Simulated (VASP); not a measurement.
Input of a VASP 6.6.1 run:

INCAR

```
SYSTEM = Al3Cu
ALGO = Fast
EDIFF = 1E-6
ENCUT = 520
GGA = PS
ISIF = 2
ISMEAR = 0
LASPH = .TRUE.
LCHARG = .FALSE.
LREAL = .FALSE.
LWAVE = .FALSE.
NBANDS = 18
NELM = 80
PREC = Accurate
SIGMA = 0.01
```

File KPOINTS:

```
k-points
0
G
  16 16 6
  0 0 0
```

POSCAR

```
Al3Cu
1.0
    2.7784054294      0.0000000000      0.0000000000
    0.0000000000      2.7784054294      0.0000000000
    0.0000000000      0.0000000000      7.5134034100
Al Cu
3 1
Direct
    0.0000000000      0.0000000000      0.5000000000
    0.5000000000      0.5000000000      0.2261155100
    0.5000000000      0.5000000000      0.7738844900
    0.0000000000      0.0000000000      0.0000000000
```

Potentials or basis: VASP PAW PBE potentials, release 64 (Al, Cu).

The run is started by

```sh
$ cat potpaw_PBE.64/Al/POTCAR potpaw_PBE.64/Cu/POTCAR > POTCAR
$ mpirun -np 1 vasp_std > vasp.out
```

(1) Estimate the band gap on the k mesh.

(2) Predict the largest force.

## Answers

(1) zero (bands 10 and 11 overlap by 6.30 eV).

(2) 0.217 eV/Å.

Caveat: the PAW data sets were made with another functional, which shifts forces and pressure a little.
